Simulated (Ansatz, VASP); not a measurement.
# Two plane-wave programs on HgTe

```
Hg Te
1.0
    -3.04560    3.04560    1.55941
     3.04560   -3.04560    1.55941
     3.04560    3.04560   -1.55941
Hg Te
1 1
Cartesian
  3.0456 0.0000 0.7797
  0.0000 0.0000 0.0000
```

Alike in both runs: task single point; functional LDA; k mesh 8 × 8 × 8; occupations fermi-dirac, width 0.1 eV; no spin polarisation.

|  | VASP | Ansatz |
| --- | --- | --- |
| version | VASP 6.6.1 | Ansatz 0.2.0 |
| potentials or method | VASP PAW LDA potentials, release 64 (Hg, Te), cutoff 520 eV | plane waves, PAW |
| valence electrons in the cell | 18 | 36 |

```tsv
	VASP	Ansatz	Ansatz less VASP
pressure (GPa)	-5.0	-5.2	-0.19
traceless stress, the component that is largest in VASP (GPa)	0.52	0.51	-0.010
```

LDA's correlation is that of Perdew and Zunger in VASP and of Perdew and Wang (1992) in Ansatz. VASP's potentials hold 18 valence electrons a cell and Ansatz's 36, so a difference there can come from the potentials and not from the codes.

Neither program's run includes spin-orbit coupling.
